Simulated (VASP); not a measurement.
**BN: single point with PBEsol**

BN:

```xyz
2
Lattice="0.0000 1.9695 1.5362 1.9695 0.0000 1.5362 1.9695 1.9695 0.0000" Properties=species:S:1:pos:R:3 pbc="T T T"
B     0.0000    0.0000    0.0000
N     2.9543    2.9543    2.3044
```

This cell differs from its parent crystal: ratio of the length along z to the lengths across it x 0.78, volume and fractional coordinates fixed.

```
Program                : VASP 6.6.1
Task                   : single point
Functional             : PBEsol
Potentials or basis    : VASP PAW PBE potentials, release 64 (B, N)
Cutoff                 : 520 eV
k mesh                 : 12 × 12 × 12
Occupations            : gaussian, width 0.05 eV
Spin                   : no spin polarisation
Dipole correction      : no
Further INCAR settings : ALGO = Normal; EDIFF = 1e-06; NBANDS = 11
```

| Quantity | Value |
| --- | --- |
| Pressure | -7.8 GPa |
| Band gap on the k mesh | 1.12 eV, indirect (least direct gap 7.00 eV) |

Stress tensor (GPa, compression positive):
```
-42.40   0.00   0.00
  0.00 -42.40   0.00
  0.00   0.00  61.28
```

Levels at points of the mesh, in eV from the valence-band top:
| k point | band 1 | band 2 | band 3 | band 4 | band 5 | band 6 | band 7 | band 8 | band 9 |
| --- | --- | --- | --- | --- | --- | --- | --- | --- | --- |
| (0.00, 0.00, 0.00) | -21.28 | -1.72 | -1.72 | 0.00 | 7.00 | 8.69 | 8.69 | 8.73 | 20.58 |
| (0.50, 0.00, 0.00) | -16.83 | -11.68 | -4.52 | -1.74 | 5.59 | 7.97 | 12.72 | 14.34 | 22.02 |
| (0.50, 0.50, 0.00) | -13.85 | -7.93 | -7.93 | -7.34 | 1.12 | 4.03 | 16.51 | 16.51 | 22.03 |
| (0.50, 0.00, 0.50) | -16.47 | -11.17 | -4.52 | -4.42 | 5.00 | 10.36 | 13.30 | 15.48 | 16.78 |

Wall time 17 s on 1 thread of Intel(R) Xeon(R) Platinum 8259CL CPU @ 2.50GHz (Skylake/Cascade Lake), on a shared host, peak memory 0.13 GiB.

Caveat: the PAW data sets were made with another functional, which shifts forces and pressure a little. A k mesh can miss the band edges.
